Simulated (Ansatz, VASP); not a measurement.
## BeS in VASP and in Ansatz

```
Be S
1.0
     0.00000    2.51677    2.51677
     2.51677    0.00000    2.51677
     2.51677    2.51677    0.00000
Be S
1 1
Direct
  0.50000 0.50000 0.50000
  0.25000 0.25000 0.25000
```

Alike in both runs: task single point; functional PBE; k mesh 8 × 8 × 8; occupations gaussian, width 0.02 eV; no spin polarisation.

|  | VASP | Ansatz |
| --- | --- | --- |
| version | VASP 6.6.1 | Ansatz 0.2.0 |
| potentials or method | VASP PAW PBE potentials, release 64 (Be, S), cutoff 600 eV | scalar-relativistic, plane waves, PAW |
| valence electrons in the cell | 8 | 8 |

|  | VASP | Ansatz | Ansatz less VASP |
| --- | --- | --- | --- |
| gap on the k mesh at the Fermi level (eV) | 3.33 | 3.33 | -0.001 |
| least direct gap on the mesh (eV) | 4.98 | 4.98 | +0.002 |
| pressure (GPa) | -7.4 | -7.4 | -0.03 |

The functional is the same, so the differences come from potentials, cutoffs and numerics.
